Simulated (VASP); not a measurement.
# Mo (P6/mmm) in VASP: notebook

Runs on Mo. Level: PBE. Tasks: single point.

Program: VASP 6.6.1. These are calculated values, not measurements. Logs are shortened: lines on timing, memory, paths and dates and some standing lists are left out, and cuts for length are marked.

### 1 The cell of the first run

Symmetry: P6/mmm, No. 191, hexagonal system. The conventional cell has a = 2.725 Å, b = 2.725 Å, c = 2.481 Å, α = 90.00°, β = 90.00°, γ = 120.00°. Within 3.3 Å of Mo (site symmetry 6/mmm) lie 8 Mo at 2.48 to 2.73 Å.

This isn't the form of Mo at room conditions, which is bcc.

### 2 Single point, PBE (15.96 Å³/atom)

INCAR

```
SYSTEM = Mo
  PREC = Accurate
  ENCUT = 520
  EDIFF = 1E-6
  ISMEAR = -1
  SIGMA = 0.08
  LREAL = .FALSE.
  LASPH = .TRUE.
  NELM = 100
  ALGO = Normal
  ISIF = 2
  LWAVE = .FALSE.
  LCHARG = .TRUE.
  GGA = PE
  LELF = .TRUE.
  LVHAR = .TRUE.
  NBANDS = 13
```

KPOINTS

```
regular mesh
0
G
  18 18 16
  0 0 0
```

POSCAR

```
Mo
1.0
    2.7254141631      0.0000000000      0.0000000000
   -1.3627070815      2.3602779011      0.0000000000
    0.0000000000      0.0000000000      2.4807768189
Mo
1
Direct
    0.0000000000      0.0000000000      0.0000000000
```

Potentials or basis: VASP PAW PBE potentials, release 64 (Mo_sv).

The run is started by

```
$ cat potpaw_PBE.64/Mo_sv/POTCAR > POTCAR
$ mpirun -np 1 vasp_std > vasp.out
```

OUTCAR:

```text
SYSTEM = Mo
   PREC = Accurate
   ENCUT = 520
   EDIFF = 1E-6
   ISMEAR = -1
   LREAL = .FALSE.
   LASPH = .TRUE.
   NELM = 100
   ISIF = 2
   GGA = PE

 ion  position               nearest neighbor table
   1  0.000  0.000  0.000-

  LATTYP: Found a hexagonal cell.
 ALAT       =     2.7254141631
 C/A-ratio  =     0.9102384704

  Lattice vectors:

 A1 = (   2.7254141631,   0.0000000000,   0.0000000000)
 A2 = (  -1.3627070815,   2.3602779011,   0.0000000000)
 A3 = (   0.0000000000,   0.0000000000,   2.4807768189)

Analysis of symmetry for initial positions (statically):
=====================================================================
 Subroutine PRICEL returns:
 Original cell was already a primitive cell.

 Routine SETGRP: Setting up the symmetry group for a
 hexagonal supercell.

 Subroutine GETGRP returns: Found 24 space group operations
 (whereof 24 operations were pure point group operations)
 out of a pool of 24 trial point group operations.

The static configuration has the point symmetry D_6h.

Analysis of symmetry for dynamics (positions and initial velocities):
=====================================================================
 Subroutine PRICEL returns:
 Original cell was already a primitive cell.

 Routine SETGRP: Setting up the symmetry group for a
 hexagonal supercell.

 Subroutine GETGRP returns: Found 24 space group operations
 (whereof 24 operations were pure point group operations)
 out of a pool of 24 trial point group operations.

The dynamic configuration has the point symmetry D_6h.

 Subroutine INISYM returns: Found 24 space group operations
 (whereof 24 operations are pure point group operations),
 and found     1 'primitive' translations

----------------------------------------------------------------------------------------

                                     Primitive cell

  volume of cell :      15.9582

  direct lattice vectors                    reciprocal lattice vectors
     2.725414163  0.000000000  0.000000000     0.366916711  0.211839462  0.000000000
    -1.362707081  2.360277901  0.000000000     0.000000000  0.423678923  0.000000000
     0.000000000  0.000000000  2.480776819     0.000000000  0.000000000  0.403099542

  length of vectors
     2.725414163  2.725414163  2.480776819     0.423678923  0.423678923  0.403099542

  position of ions in fractional coordinates (direct lattice)
     0.000000000  0.000000000  0.000000000

  ion indices of the primitive-cell ions
   primitive index   ion index
                 1           1

----------------------------------------------------------------------------------------

 KPOINTS: regular mesh

Automatic generation of k-mesh.
 Grid dimensions read from file:
 generate k-points for:   18   18   16

 Generating k-lattice:

  Cartesian coordinates                     Fractional coordinates (reciprocal lattice)
     0.020384262  0.011768859  0.000000000     0.055555556 -0.000000000  0.000000000
     0.000000000  0.023537718  0.000000000     0.000000000  0.055555556  0.000000000
     0.000000000  0.000000000  0.025193721     0.000000000  0.000000000  0.062500000

  Length of vectors
     0.023537718  0.023537718  0.025193721

  Shift w.r.t. Gamma in fractional coordinates (k-lattice)
     0.000000000  0.000000000  0.000000000

 Subroutine IBZKPT returns following result:
 ===========================================

 Found    333 irreducible k-points:

 Following reciprocal coordinates:
            Coordinates               Weight
  0.000000  0.000000  0.000000      1.000000
  0.055556  0.000000  0.000000      6.000000
  0.111111  0.000000  0.000000      6.000000
  0.166667 -0.000000  0.000000      6.000000
  0.222222 -0.000000  0.000000      6.000000
  0.277778  0.000000  0.000000      6.000000
[... 16 lines left out ...]
  0.333333  0.111111  0.000000     12.000000
  0.388889  0.111111  0.000000     12.000000
 [... further k-points ...]
   k-points           NKPTS =    333   k-points in BZ     NKDIM =    333   number of bands    NBANDS=     13
   number of dos      NEDOS =    301   number of ions     NIONS =      1
   total plane-waves  NPLWV =   7200
   dimension x,y,z NGX =    20 NGY =   20 NGZ =   18
   dimension x,y,z NGXF=    40 NGYF=   40 NGZF=   36
   ions per type =               1
   NGX,Y,Z   is equivalent  to a cutoff of  12.20, 12.20, 12.06 a.u.
   NGXF,Y,Z  is equivalent  to a cutoff of  24.40, 24.40, 24.12 a.u.
 SYSTEM =  Mo
   PREC   = accura    normal or accurate (medium, high low for compatibility)
   ISTART =      0    job   : 0-new  1-cont  2-samecut
   ICHARG =      2    charge: 1-file 2-atom 10-const
   ISPIN  =      1    spin polarized calculation?
   LNONCOLLINEAR =      F non collinear calculations
   LSORBIT =      F    spin-orbit coupling
   LASPH  =      T    aspherical Exc in radial PAW
   ENCUT  =  520.0 eV  38.22 Ry    6.18 a.u.   5.07  5.07  4.61*2*pi/ulx,y,z
   NELM   =    100;   NELMIN=  2; NELMDL= -5     # of ELM steps
   EDIFF  = 0.1E-05   stopping-criterion for ELM
   LREAL  =      F    real-space projection
   EDIFFG = 0.1E-04   stopping-criterion for IOM
   NSW    =      0    number of steps for IOM
   IBRION =     -1    ionic relax: 0-MD 1-quasi-New 2-CG
   NFREE  =      0    steps in history (QN), initial steepest desc. (CG)
   ISIF   =      2    stress and relaxation
   ISYM   =      2    0-nonsym 1-usesym 2-fastsym
   POTIM  = 0.5000    time-step for ionic-motion
   TEBEG  =    0.0;   TEEND  =   0.0 temperature during run
   PSTRESS=    0.0 pullay stress
   NELECT =      14.0000    total number of electrons
   NUPDOWN=      -1.0000    fix difference up-down
   EMIN   =  10.00;   EMAX   =-10.00  energy-range for DOS
   EFERMI =   0.00;   METHOD = LEGACY
   ISMEAR =    -1;   SIGMA  =   0.08  broadening in eV -4-tet -1-fermi 0-gaus
   EFERMI_NEDOS =   21; number of points for ismear=-14 and -15
   IALGO  =     38    algorithm
   IMIX   =      4    mixing-type and parameters
     AMIX     =   0.40;   BMIX     =  1.00
     AMIX_MAG =   1.60;   BMIX_MAG =  1.00
  volume/ion in A,a.u.               =      15.96       107.69
  Fermi-wavevector in a.u.,A,eV,Ry     =   1.567195  2.961569 33.417275  2.456100
  Thomas-Fermi vector in A             =   2.669411
   LORBIT       =      0    0 simple, 1 ext, 2 COOP (PROOUT), +10 PAW based schemes
   GGA     = PE    functional components
[... 5 lines left out ...]
 non-spin polarized calculation
  energy-cutoff  :      520.00
  volume of cell :       15.96
 maximum number of plane-waves:       447
   NGX = 11   NGY = 11   NGZ =  9

 number of electron      14.0000001 magnetization

 Free energy of the ion-electron system (eV)
  ---------------------------------------------------
  ext. energy  EPLUGINS =         0.00000000
  ---------------------------------------------------
  free energy    TOTEN  =       -10.03388230 eV

  energy without entropy =      -10.01243899  energy(sigma->0) =      -10.02316065

 E-fermi :  12.0871     XC(G=0): -13.1798

 val. band max:       12.0854311102   @ k =   0.2222  -0.0000   0.5000
 cond. band min:      12.0918582688   @ k =   0.3333   0.3333   0.3750
 fundamental gap:      0.0064271586
 Fermi energy:        12.0870768778

 k-point     1 :       0.0000    0.0000    0.0000
  band No.  band energies     occupation
      1     -48.9331      2.00000
      2     -22.1723      2.00000
      3     -22.1723      2.00000
      4     -21.9324      2.00000
      5       5.2436      2.00000
      6       7.5363      2.00000
      7      11.1252      1.99999
      8      11.1252      1.99999
      9      16.5572      0.00000
     10      16.5572      0.00000
     11      24.9772      0.00000
     12      28.9415      0.00000
     13      32.8066      0.00000

 k-point     2 :       0.0556    0.0000    0.0000
  band No.  band energies     occupation
      1     -48.9262      2.00000
      2     -22.2187      2.00000
      3     -22.1826      2.00000
      4     -21.9278      2.00000
      5       5.3687      2.00000
      6       7.5861      2.00000
      7      10.9988      2.00000
      8      11.2389      1.99995
      9      16.4295      0.00000
     10      16.5360      0.00000
     11      25.2668      0.00000
     12      29.1843      0.00000
     13      32.1595      0.00000

 k-point     3 :       0.1111    0.0000    0.0000
  band No.  band energies     occupation
      1     -48.9061      2.00000
      2     -22.3511      2.00000
      3     -22.2122      2.00000
      4     -21.9144      2.00000
      5       5.7229      2.00000
      6       7.7320      2.00000
      7      10.6754      2.00000
      8      11.5754      1.99667
      9      16.0820      0.00000
     10      16.4756      0.00000
     11      26.0556      0.00000
     12      29.8684      0.00000
     13      30.8207      0.00000
[... 305 lines left out ...]
 k-point    23 :       0.3333    0.1111    0.0000
  band No.  band energies     occupation
      1     -48.7163      2.00000
      2     -23.4180      2.00000
      3     -22.5689      2.00000
      4     -21.7894      2.00000
      5       7.6930      2.00000
      6       8.5489      2.00000
      7      11.4335      1.99943
      8      13.8486      0.00000
      9      15.7260      0.00000
     10      16.3368      0.00000
     11      23.2508      0.00000
     12      25.5421      0.00000
     13      30.5166      0.00000

 k-point    24 :       0.3889    0.1111    0.0000
  band No.  band energies     occupation
      1     -48.6966      2.00000
      2     -23.5202      2.00000
      3     -22.6054      2.00000
      4     -21.7765      2.00000
      5       7.5539      2.00000
      6       8.6996      2.00000
      7      12.1335      0.71794
      8      13.6688      0.00000
      9      15.6515      0.00000
     10      17.0868      0.00000
     11      22.4258      0.00000
     12      24.8360      0.00000
     13      30.0272      0.00000

 [... further k-points ...]

------------------------ aborting loop because EDIFF is reached ----------------------------------------

  FORCE on cell =-STRESS in cart. coord.  units (eV):
  Direction    XX          YY          ZZ          XY          YZ          ZX
  --------------------------------------------------------------------------------------
  -------------------------------------------------------------------------------------
  Total        1.2245209      1.2245209      1.2615569      0.0000000      0.0000000      0.0000000
  in kB      122.9400632    122.9400632    126.6584266      0.0000000      0.0000000      0.0000000
  external PRESSURE =     124.1795177 kB  Pullay stress =       0.0000000 kB

 VOLUME and BASIS-vectors are now :
 -----------------------------------------------------------------------------
  energy-cutoff  :      520.00
  volume of cell :       15.96
      direct lattice vectors                 reciprocal lattice vectors
     2.725414163  0.000000000  0.000000000     0.366916711  0.211839462  0.000000000
    -1.362707081  2.360277901  0.000000000     0.000000000  0.423678923  0.000000000
     0.000000000  0.000000000  2.480776819     0.000000000  0.000000000  0.403099542

 POSITION                                       TOTAL-FORCE (eV/Angst)
 -----------------------------------------------------------------------------------
      0.00000      0.00000      0.00000         0.000000      0.000000      0.000000
 -----------------------------------------------------------------------------------
    total drift:                               -0.000000      0.000000      0.000000

  FREE ENERGIE OF THE ION-ELECTRON SYSTEM (eV)
  ---------------------------------------------------
  free  energy   TOTEN  =       -10.0338823038 eV

  energy  without entropy=      -10.0124389875  energy(sigma->0) =      -10.02316065
```

Run time: 44 s. Hardware: 1 thread of Intel Xeon 8259CL, shared host; peak memory 0.17 GiB.

Results:

```yaml
Free_energy: -10.0339 eV
Pressure: 12.4 GPa
Band_gap_on_the_k_mesh: zero (bands 7 and 8 overlap by 2.04 eV)
```

Stress tensor (GPa, compression positive):
```
12.29  0.00  0.00
 0.00 12.29  0.00
 0.00  0.00 12.67
```

Levels at points of the mesh, in eV from the Fermi level:
```tsv
k point	band 4	band 5	band 6	band 7	band 8	band 9	band 10	band 11
(0.00, 0.00, 0.00)	-34.02	-6.84	-4.55	-0.96	-0.96	4.47	4.47	12.89
(0.50, 0.00, 0.00)	-33.86	-5.06	-3.38	1.08	1.41	3.81	4.48	10.40
(0.00, 0.00, 0.50)	-34.05	-3.55	0.02	0.02	0.31	0.58	0.58	11.22
(0.50, 0.00, 0.50)	-34.36	-5.62	-3.31	-0.71	4.91	6.52	6.69	7.64
```

Caveat: the cell stands under pressure.

### 3 Single point, PBE

This run uses another cell than the first one, of 16.80 Å³/atom.

INCAR

```
SYSTEM = Mo
PREC     = Accurate       ! precision mode
ENCUT    = 520            ! plane-wave cutoff, eV
EDIFF    = 1E-7           ! SCF threshold, eV
ISMEAR   = -1             ! smearing method
SIGMA    = 0.08           ! smearing width, eV
LREAL    = .FALSE.        ! projectors in reciprocal space
LASPH    = .TRUE.         ! aspherical terms in the spheres
NELM     = 100            ! most SCF steps
ALGO     = Normal         ! electronic algorithm
ISIF     = 2              ! what is computed and relaxed
LWAVE    = .FALSE.        ! write WAVECAR
LCHARG   = .TRUE.         ! write CHGCAR
GGA      = PE             ! functional
LELF     = .TRUE.         ! ELF
LVHAR    = .TRUE.       
NBANDS   = 13             ! bands
```

KPOINTS

```
Automatic mesh
0
G
  18 18 16
  0 0 0
```

POSCAR

```
Mo
1.0
    2.7721062516      0.0000000000      0.0000000000
   -1.3860531258      2.4007144359      0.0000000000
    0.0000000000      0.0000000000      2.5241163050
Mo
1
Direct
    0.0000000000      0.0000000000      0.0000000000
```

Potentials or basis: VASP PAW PBE potentials, release 64 (Mo_sv).

The run is started by

```
$ cat potpaw_PBE.64/Mo_sv/POTCAR > POTCAR
$ mpirun -np 1 vasp_std > vasp.out
```

It took 57 s on 1 thread of Intel Xeon 8259CL, shared host; peak memory 0.19 GiB.

The run converged. Its results:

| Property | Result |
| --- | --- |
| Free energy | -10.0668 eV |
| Pressure | 0.5 GPa |
| Band gap on the k mesh | zero (bands 7 and 8 overlap by 1.81 eV) |

Stress tensor (GPa, compression positive):
```
0.41 0.00 0.00
0.00 0.41 0.00
0.00 0.00 0.69
```

Levels at points of the mesh, in eV from the Fermi level:
| k point | band 5 | band 6 | band 7 | band 8 | band 9 | band 10 |
| --- | --- | --- | --- | --- | --- | --- |
| (0.00, 0.00, 0.00) | -6.68 | -4.27 | -0.87 | -0.87 | 4.16 | 4.16 |
| (0.50, 0.00, 0.00) | -4.75 | -3.23 | 0.94 | 1.35 | 3.55 | 4.17 |
| (0.00, 0.00, 0.50) | -3.46 | 0.03 | 0.03 | 0.25 | 0.56 | 0.56 |
| (0.50, 0.00, 0.50) | -5.22 | -3.10 | -0.63 | 4.57 | 6.05 | 6.51 |

(Part 1 of 2 ends here.)
